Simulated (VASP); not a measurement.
A run of VASP 6.6.1 is set up as follows.

Contents of INCAR:

```
SYSTEM = Co
ALGO = Normal
EDIFF = 1E-6
EDIFFG = -0.003
ENCUT = 600
IBRION = 2
ISIF = 3
ISMEAR = -1
ISPIN = 2
LASPH = .TRUE.
LCHARG = .FALSE.
LMAXMIX = 4
LORBIT = 11
LREAL = .FALSE.
LWAVE = .FALSE.
MAGMOM = 1.7 1.7
NELM = 150
NSW = 100
PREC = Accurate
SIGMA = 0.05
```

KPOINTS

```
k-points
0
G
  23 23 13
  0 0 0
```

File POSCAR:

```
Co
1.0
    2.5071000000      0.0000000000      0.0000000000
   -1.2535500000      2.1712122898      0.0000000000
    0.0000000000      0.0000000000      4.0686000000
Co
2
Direct
    0.3333333333      0.6666666667      0.2500000000
    0.6666666667      0.3333333333      0.7500000000
```

Potentials or basis: VASP PAW LDA potentials, release 64 (Co).

The run is started by

```bash
$ cat potpaw_LDA.64/Co/POTCAR > POTCAR
$ mpirun -np 1 vasp_std > vasp.out
```

Task: What does it give for the space group after relaxing (to 0.1 Å)?

Result: P6_3/mmc (No. 194).

Task: What does it give for the relaxed cell?

Result: a = 2.426 Å, b = 2.426 Å, c = 3.910 Å, α = 90.00°, β = 90.00°, γ = 120.00°.

Final structure:
```
CELL_PARAMETERS angstrom
2.42636 0.00000 0.00000
-1.21318 2.10129 0.00000
0.00000 0.00000 3.90960
ATOMIC_POSITIONS crystal
Co 0.33333 0.66667 0.25000
Co 0.66667 0.33333 0.75000
```

LDA usually gives volumes a few per cent too small. Zero-point motion and thermal expansion aren't in these numbers.
